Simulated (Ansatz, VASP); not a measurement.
# One calculation of Ti, two programs

```xyz
2
Lattice="2.9314 0.0000 0.0000 -1.4657 2.5387 0.0000 0.0000 0.0000 4.7489" Properties=species:S:1:pos:R:3 pbc="T T T"
Ti    0.0000    1.6924    1.1872
Ti    1.4657    0.8462    3.5616
```

Alike in both runs: task relaxation of cell and atoms; functional LDA; k mesh 15 × 15 × 8; occupations fermi-dirac, width 0.05 eV; no spin polarisation.

|  | VASP | Ansatz |
| --- | --- | --- |
| version | VASP 6.6.1 | Ansatz 0.2.0 |
| potentials or method | VASP PAW LDA potentials, release 64 (Ti_sv) | PAW with Ansatz's default frozen-core files, scalar-relativistic |
| plane-wave cutoff (eV) | 600 | 420 |
| valence electrons in the cell | 24 | 24 |

|  | VASP | Ansatz | Ansatz less VASP |
| --- | --- | --- | --- |
| relaxed volume (Å³/atom) | 16.08 | 16.11 | +0.031 |
| relaxed length of the cell vector where the two differ most in proportion (Å) | 2.863 | 2.866 | +0.0023 |

LDA's correlation is that of Perdew and Zunger in VASP and of Perdew and Wang (1992) in Ansatz.
